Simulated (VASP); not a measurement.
# GaIr2 (Fm-3m) in VASP: notebook

Runs on GaIr2. Level: PBE. Tasks: relaxation of cell and atoms, single point.

All numbers are computed with VASP 6.6.1; they aren't measurements. Logs are shortened: lines on timing, memory, paths and dates and some standing lists are left out, and cuts for length are marked.

### 1 The cell of the first run

Symmetry: Fm-3m, No. 225, cubic system. Conventional cell: a = 5.669 Å, b = 5.669 Å, c = 5.669 Å, α = 90.00°, β = 90.00°, γ = 90.00°. Ga (site symmetry m-3m) has 8 Ir at 2.45 Å within 3.2 Å. Within 3.2 Å of Ir (site symmetry -43m) lie 4 Ga at 2.45 Å and 6 Ir at 2.83 Å.

The cell was built from a structure type or drawn by symmetry, and may not be a known phase.

### 2 Relaxation of cell and atoms, PBE

Input file INCAR:

```
ALGO     = Fast           # electronic algorithm
EDIFF    = 1E-6           # SCF threshold, eV
EDIFFG   = -0.04          # ionic threshold
ENCUT    = 600            # plane-wave cutoff, eV
GGA      = PE             # functional
IBRION   = 2              # ionic algorithm
ISIF     = 3              # what is computed and relaxed
ISMEAR   = 0              # smearing method
LASPH    = True           # aspherical terms in the spheres
LCHARG   = False          # write CHGCAR
LREAL    = False          # projectors in reciprocal space
LWAVE    = False          # write WAVECAR
NELM     = 80             # most SCF steps
NSW      = 90             # ionic steps
PREC     = Accurate       # precision mode
SIGMA    = 0.1            # smearing width, eV
```

Input file KPOINTS:

```
k-points
0
Gamma
  6 6 6
```

Input file POSCAR:

```
GaIr2
1.0
    0.0000000000      2.8346415700      2.8346415700
    2.8346415700      0.0000000000      2.8346415700
    2.8346415700      2.8346415700      0.0000000000
Ga Ir
1 2
Direct
    0.5000000000      0.5000000000      0.5000000000
    0.2500000000      0.2500000000      0.2500000000
    0.7500000000      0.7500000000      0.7500000000
```

Potentials or basis: VASP PAW PBE potentials, release 64 (Ga_d, Ir).

Started as:

```sh
$ cat potpaw_PBE.64/Ga_d/POTCAR potpaw_PBE.64/Ir/POTCAR > POTCAR
$ mpirun -np 1 vasp_std > vasp.out
```

OUTCAR:

```text
EDIFF = 1E-6
   EDIFFG = -0.04
   ENCUT = 600
   GGA = PE
   IBRION = 2
   ISIF = 3
   ISMEAR = 0
   LASPH = True
   LREAL = False
   NELM = 80
   NSW = 90
   PREC = Accurate

 ion  position               nearest neighbor table
   1  0.500  0.500  0.500-   2 2.45   2 2.45   2 2.45   2 2.45   3 2.45   3 2.45   3 2.45   3 2.45

   2  0.250  0.250  0.250-   1 2.45   1 2.45   1 2.45   1 2.45   3 2.83   3 2.83   3 2.83   3 2.83
                             3 2.83   3 2.83
   3  0.750  0.750  0.750-   1 2.45   1 2.45   1 2.45   1 2.45   2 2.83   2 2.83   2 2.83   2 2.83
                             2 2.83   2 2.83

  LATTYP: Found a face centered cubic cell.
 ALAT       =     5.6692831400

  Lattice vectors:

 A1 = (   0.0000000000,   2.8346415700,   2.8346415700)
 A2 = (   2.8346415700,   0.0000000000,   2.8346415700)
 A3 = (   2.8346415700,   2.8346415700,   0.0000000000)

Analysis of symmetry for initial positions (statically):
=====================================================================
 Subroutine PRICEL returns:
 Original cell was already a primitive cell.

 Routine SETGRP: Setting up the symmetry group for a
 face centered cubic supercell.

 Subroutine GETGRP returns: Found 48 space group operations
 (whereof 48 operations were pure point group operations)
 out of a pool of 48 trial point group operations.

The static configuration has the point symmetry O_h .

Analysis of symmetry for dynamics (positions and initial velocities):
=====================================================================
 Subroutine PRICEL returns:
 Original cell was already a primitive cell.

 Routine SETGRP: Setting up the symmetry group for a
 face centered cubic supercell.

 Subroutine GETGRP returns: Found 48 space group operations
 (whereof 48 operations were pure point group operations)
 out of a pool of 48 trial point group operations.

The dynamic configuration has the point symmetry O_h .

 Subroutine INISYM returns: Found 48 space group operations
 (whereof 48 operations are pure point group operations),
 and found     1 'primitive' translations

----------------------------------------------------------------------------------------

                                     Primitive cell

  volume of cell :      45.5538

  direct lattice vectors                    reciprocal lattice vectors
     0.000000000  2.834641570  2.834641570    -0.176389144  0.176389144  0.176389144
[... 69 lines left out ...]
 SYSTEM =  unknown system
   PREC   = accura    normal or accurate (medium, high low for compatibility)
   ISTART =      0    job   : 0-new  1-cont  2-samecut
   ICHARG =      2    charge: 1-file 2-atom 10-const
   ISPIN  =      1    spin polarized calculation?
   LNONCOLLINEAR =      F non collinear calculations
   LSORBIT =      F    spin-orbit coupling
   LASPH  =      T    aspherical Exc in radial PAW
   ENCUT  =  600.0 eV  44.10 Ry    6.64 a.u.   8.01  8.01  8.01*2*pi/ulx,y,z
   NELM   =     80;   NELMIN=  2; NELMDL= -5     # of ELM steps
   EDIFF  = 0.1E-05   stopping-criterion for ELM
   LREAL  =      F    real-space projection
   EDIFFG = -.4E-01   stopping-criterion for IOM
   NSW    =     90    number of steps for IOM
   IBRION =      2    ionic relax: 0-MD 1-quasi-New 2-CG
   NFREE  =      1    steps in history (QN), initial steepest desc. (CG)
   ISIF   =      3    stress and relaxation
   ISYM   =      2    0-nonsym 1-usesym 2-fastsym
   POTIM  = 0.5000    time-step for ionic-motion
   TEBEG  =    0.0;   TEEND  =   0.0 temperature during run
   PSTRESS=    0.0 pullay stress
   NELECT =      31.0000    total number of electrons
   NUPDOWN=      -1.0000    fix difference up-down
   EMIN   =  10.00;   EMAX   =-10.00  energy-range for DOS
   EFERMI =   0.00;   METHOD = LEGACY
   ISMEAR =     0;   SIGMA  =   0.10  broadening in eV -4-tet -1-fermi 0-gaus
   EFERMI_NEDOS =   21; number of points for ismear=-14 and -15
   IALGO  =     68    algorithm
   IMIX   =      4    mixing-type and parameters
     AMIX     =   0.40;   BMIX     =  1.00
     AMIX_MAG =   1.60;   BMIX_MAG =  1.00
  volume/ion in A,a.u.               =      15.18       102.47
  Fermi-wavevector in a.u.,A,eV,Ry     =   1.439972  2.721152 28.211926  2.073518
  Thomas-Fermi vector in A             =   2.558768
   LORBIT       =      0    0 simple, 1 ext, 2 COOP (PROOUT), +10 PAW based schemes
   GGA     = PE    functional components
   LHFCALC =     F    Hartree Fock is set to
   AEXX    =    0.0000 exact exchange contribution
   IVDW    =     0    specifies the selected vdW correction
   LEPSILON=     F    determine dielectric tensor
   LRPA    =     F    only Hartree local field effects (RPA)
 conjugate gradient relaxation of ions
 non-spin polarized calculation
 RMM-DIIS sequential band-by-band and
 Gauss-broadening in eV      SIGMA  =   0.10
  energy-cutoff  :      600.00
  volume of cell :       45.55
 maximum number of plane-waves:      1536
   NGX = 17   NGY = 17   NGZ = 17

--------------------------------------- Ionic step        1  -------------------------------------------

 number of electron      31.0000009 magnetization

 Free energy of the ion-electron system (eV)
  ---------------------------------------------------
  ext. energy  EPLUGINS =         0.00000000
  ---------------------------------------------------
  free energy    TOTEN  =       -19.84364388 eV

  energy without entropy =      -19.81629393  energy(sigma->0) =      -19.82996890

------------------------ aborting loop because EDIFF is reached ----------------------------------------

  FORCE on cell =-STRESS in cart. coord.  units (eV):
  Direction    XX          YY          ZZ          XY          YZ          ZX
  --------------------------------------------------------------------------------------
  -------------------------------------------------------------------------------------
  Total        5.1285904      5.1285904      5.1285904      0.0000000      0.0000000     -0.0000000
  in kB      180.3782399    180.3782399    180.3782399      0.0000000      0.0000000     -0.0000000
  external PRESSURE =     180.3782399 kB  Pullay stress =       0.0000000 kB
[... 98 lines left out ...]
--------------------------------------- Ionic step        4  -------------------------------------------

 number of electron      30.9999991 magnetization

 Free energy of the ion-electron system (eV)
  ---------------------------------------------------
  ext. energy  EPLUGINS =         0.00000000
  ---------------------------------------------------
  free energy    TOTEN  =       -20.02741203 eV

  energy without entropy =      -20.00006604  energy(sigma->0) =      -20.01373903

 E-fermi :   6.7407     XC(G=0): -12.4659

 val. band max:        6.6885921407   @ k =   0.1667   0.0000   0.0000
 cond. band min:       6.7433209285   @ k =   0.3333   0.1667   0.0000
 fundamental gap:      0.0547287878
 Fermi energy:         6.7406751455

 k-point     1 :       0.0000    0.0000    0.0000
  band No.  band energies     occupation
      1      -7.2534      2.00000
      2      -7.2534      2.00000
      3      -7.2534      2.00000
      4      -7.2052      2.00000
      5      -7.2052      2.00000
      6      -3.3462      2.00000
[... 371 lines left out ...]
  FREE ENERGIE OF THE ION-ELECTRON SYSTEM (eV)
  ---------------------------------------------------
  free  energy   TOTEN  =       -20.0274120298 eV

  energy  without entropy=      -20.0000660381  energy(sigma->0) =      -20.01373903

 reached required accuracy - stopping structural energy minimisation
```

CONTCAR:

```text
GaIr2
   1.00000000000000
     0.0000000000000000    2.9063028654241809    2.9063028654241809
     2.9063028654241809    0.0000000000000000    2.9063028654241809
     2.9063028654241809    2.9063028654241809    0.0000000000000000
  Ga              Ir
     1     2
Direct
     0.5000000000000000    0.5000000000000000    0.5000000000000000
     0.2500000000000000    0.2500000000000000    0.2500000000000000
     0.7500000000000000    0.7500000000000000    0.7500000000000000

  0.00000000E+00  0.00000000E+00  0.00000000E+00
  0.00000000E+00  0.00000000E+00  0.00000000E+00
  0.00000000E+00  0.00000000E+00  0.00000000E+00
```

Run time: 36 s. Hardware: 1 thread of Intel Xeon 6975P-C (Granite Rapids), shared host; peak memory 0.2 GiB.

What came out:

```
Free energy                           : -20.0274 eV
Relaxed volume                        : 16.37 Å³/atom
Relaxed cell                          : a = 4.110 Å, b = 4.110 Å, c = 4.110 Å, α = 60.00°, β = 60.00°, γ = 60.00°
Space group after relaxing (to 0.1 Å) : Fm-3m (No. 225)
Energy gained by relaxing             : 61.3 meV/atom
Ionic steps                           : 4
Pressure after relaxing               : 0.0 GPa
Band gap on the k mesh                : zero (an odd number of electrons rules out a gap without spin polarisation)
```

The path:
```csv
step,energy change (eV),largest force (eV/Å),pressure (GPa),volume (Å³)
1,0.0000,0.0000,18.04,45.55
2,0.5184,0.0000,-21.58,57.78
3,-0.1834,0.0000,-0.71,49.25
4,-0.1838,0.0000,-0.05,49.10
```

Final structure:
```
CELL_PARAMETERS angstrom
0.00000 2.90630 2.90630
2.90630 0.00000 2.90630
2.90630 2.90630 0.00000
ATOMIC_POSITIONS crystal
Ga 0.50000 0.50000 0.50000
Ir 0.25000 0.25000 0.25000
Ir 0.75000 0.75000 0.75000
```

Levels at points of the mesh, in eV from the Fermi level:
| k point | band 13 | band 14 | band 15 | band 16 | band 17 | band 18 |
| --- | --- | --- | --- | --- | --- | --- |
| (0.00, 0.00, 0.00) | 0.22 | 0.22 | 1.65 | 1.65 | 4.89 | 6.57 |
| (0.50, 0.00, 0.00) | -1.60 | -1.57 | -1.39 | -1.39 | -0.95 | 6.49 |
| (0.50, 0.50, 0.00) | -1.06 | -1.06 | 0.31 | 0.80 | 0.80 | 1.54 |

Caveat: spin-orbit coupling is left out, which moves the levels of the heavy elements.

### 3 Single point, PBE, collinear spin

This run uses another cell than the first one, of 16.32 Å³/atom.

Input file INCAR:

```
SYSTEM = GaIr2
ALGO = Fast
EDIFF = 1E-6
ENCUT = 520
GGA = PE
ISIF = 2
ISMEAR = 0
ISPIN = 2
LASPH = .True.
LCHARG = .False.
LMAXMIX = 4
LORBIT = 11
LREAL = .False.
LWAVE = .False.
MAGMOM = 0 1 1
NBANDS = 26
NELM = 150
PREC = Accurate
SIGMA = 0.1
```

Input file KPOINTS:

```
k-points
0
Gamma
  6 6 6
  0 0 0
```

Input file POSCAR:

```
GaIr2
1.0
    0.0000000000      2.9035652517      2.9035652517
    2.9035652517      0.0000000000      2.9035652517
    2.9035652517      2.9035652517      0.0000000000
Ga Ir
1 2
Direct
    0.5000000000      0.5000000000      0.5000000000
    0.2500000000      0.2500000000      0.2500000000
    0.7500000000      0.7500000000      0.7500000000
```

Potentials or basis: VASP PAW PBE potentials, release 64 (Ga_d, Ir).

Started as:

```sh
$ cat potpaw_PBE.64/Ga_d/POTCAR potpaw_PBE.64/Ir/POTCAR > POTCAR
$ mpirun -np 1 vasp_std > vasp.out
```

Wall time 32 s (1 thread of Intel Xeon 6975P-C (Granite Rapids), shared host); peak memory 0.22 GiB.

The run converged. Its results:

```
Free energy                                           : -20.0276 eV
Pressure                                              : 0.4 GPa
Net moment                                            : 0.01 μB per cell
Valence electrons inside the program's atomic spheres : Ga 11.96; Ir 8.20
```

Levels at points of the mesh, in eV from the Fermi level:
Spin up:
```
           k point  band 13  band 14  band 15  band 16  band 17  band 18
(0.00, 0.00, 0.00)     0.22     0.22     1.66     1.66     4.90     6.58
(0.50, 0.00, 0.00)    -1.61    -1.58    -1.40    -1.40    -0.95     6.51
(0.50, 0.50, 0.00)    -1.06    -1.06     0.31     0.79     0.79     1.55
```
Spin down:
```
           k point  band 12  band 13  band 14  band 15  band 16  band 17  band 18  band 19
(0.00, 0.00, 0.00)     0.23     0.23     0.23     1.66     1.66     4.90     6.58     6.58
(0.50, 0.00, 0.00)    -1.61    -1.61    -1.57    -1.39    -1.39    -0.95     6.52     6.88
(0.50, 0.50, 0.00)    -2.16    -1.06    -1.06     0.31     0.80     0.80     1.55     2.42
```

Caveat: spin-orbit coupling is left out, which moves the levels of the heavy elements.
